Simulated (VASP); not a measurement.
Ni: single point with LDA

Ni:

```xyz
1
Lattice="0.0000 1.7570 1.7570 1.7570 0.0000 1.7570 1.7570 1.7570 0.0000" Properties=species:S:1:pos:R:3 pbc="T T T"
Ni    0.0000    0.0000    0.0000
```

This cell differs from its parent crystal: volume scaled by 1.08.

```yaml
Program: VASP 6.6.1
Task: single point
Functional: LDA
Potentials_or_basis: VASP PAW LDA potentials, release 64 (Ni)
Cutoff: 520 eV
k_mesh: 26 × 26 × 26
Occupations: fermi-dirac, width 0.05 eV
Spin: collinear spin, ferromagnetic start
Starting_moments: "[0.607] μB"
```

The pressure is -16.4 GPa. The net moment is 0.58 μB per cell, the site moments are Ni +0.59 μB and the valence electrons inside the program's atomic spheres are Ni 9.33.

Levels at points of the mesh, in eV from the Fermi level:
Spin up:
| k point | band 2 | band 3 | band 4 | band 5 | band 6 | band 7 | band 8 | band 9 |
| --- | --- | --- | --- | --- | --- | --- | --- | --- |
| (0.00, 0.00, 0.00) | -2.34 | -2.34 | -2.34 | -1.18 | -1.18 | 23.82 | 27.59 | 27.59 |
| (0.50, 0.00, 0.00) | -2.34 | -2.34 | -0.49 | -0.49 | -0.25 | 5.75 | 22.34 | 24.62 |
| (0.50, 0.50, 0.00) | -4.13 | -0.46 | -0.34 | -0.34 | 2.46 | 9.31 | 14.81 | 14.81 |
Spin down:
```
           k point  band 2  band 3  band 4  band 5  band 6  band 7  band 8  band 9
(0.00, 0.00, 0.00)   -1.74   -1.74   -1.74   -0.63   -0.63   23.80   27.64   27.64
(0.50, 0.00, 0.00)   -1.80   -1.80   -0.23    0.14    0.14    6.12   22.31   24.73
(0.50, 0.50, 0.00)   -3.63    0.11    0.34    0.34    2.51    9.58   14.87   14.87
```

Wall time 60 s on 1 thread of Intel(R) Xeon(R) 6975P-C (Granite Rapids) (shared host), peak memory 0.22 GiB.
